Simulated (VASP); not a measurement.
Wanted: the native input for a VASP 6.6.1 run.

* Task: relaxation of cell and atoms
* Functional: PBE
* Potentials or basis: VASP PAW PBE potentials, release 64 (P, B)
* Cutoff: 600 eV
* k mesh: 10 × 10 × 10
* Occupations: fermi-dirac, width 0.05 eV
* Spin: no spin polarisation
* Dipole correction: no
* Further INCAR settings: ALGO = Normal; EDIFF = 1e-06; IBRION = 2; EDIFFG = -0.01; NSW = 60; ISIF = 3

The structure of BP lies in POSCAR:

```
BP
1.0
    0.0000000000      2.2690000000      2.2690000000
    2.2690000000      0.0000000000      2.2690000000
    2.2690000000      2.2690000000      0.0000000000
P B
1 1
Direct
    0.7500000000      0.7500000000      0.7500000000
    0.0000000000      0.0000000000      0.0000000000
```

These files were run (other wordings do the same):

INCAR

```
SYSTEM = BP
PREC     = Accurate       ! precision mode
ENCUT    = 600            ! plane-wave cutoff, eV
EDIFF    = 1E-6           ! SCF threshold, eV
ISMEAR   = -1             ! smearing method
SIGMA    = 0.05           ! smearing width, eV
LREAL    = .FALSE.        ! projectors in reciprocal space
LASPH    = .TRUE.         ! aspherical terms in the spheres
NELM     = 100            ! most SCF steps
ALGO     = Normal         ! electronic algorithm
ISIF     = 3              ! what is computed and relaxed
LWAVE    = .FALSE.        ! write WAVECAR
LCHARG   = .FALSE.        ! write CHGCAR
GGA      = PE             ! functional
IBRION   = 2              ! ionic algorithm
NSW      = 60             ! ionic steps
EDIFFG   = -0.01          ! ionic threshold
```

KPOINTS

```
Automatic mesh
0
G
  10 10 10
  0 0 0
```

Potentials or basis: VASP PAW PBE potentials, release 64 (P, B).

Command:

```sh
$ cat potpaw_PBE.64/P/POTCAR potpaw_PBE.64/B/POTCAR > POTCAR
$ mpirun -np 1 vasp_std > vasp.out
```

Results of the run:

- Relaxed volume: 11.75 Å³/atom
- Relaxed cell: a = 3.215 Å, b = 3.215 Å, c = 3.215 Å, α = 60.00°, β = 60.00°, γ = 60.00°
- Space group after relaxing (to 0.05 Å): F-43m (No. 216)
- Energy gained by relaxing: 0.2 meV/atom
- Ionic steps: 3
- Pressure after relaxing: 0.0 GPa
- Band gap on the k mesh: 1.25 eV, indirect (least direct gap 3.39 eV)

Run time: 12 s on 1 thread of Intel(R) Xeon(R) 6975P-C (Granite Rapids), on a shared host, peak memory 0.15 GiB.
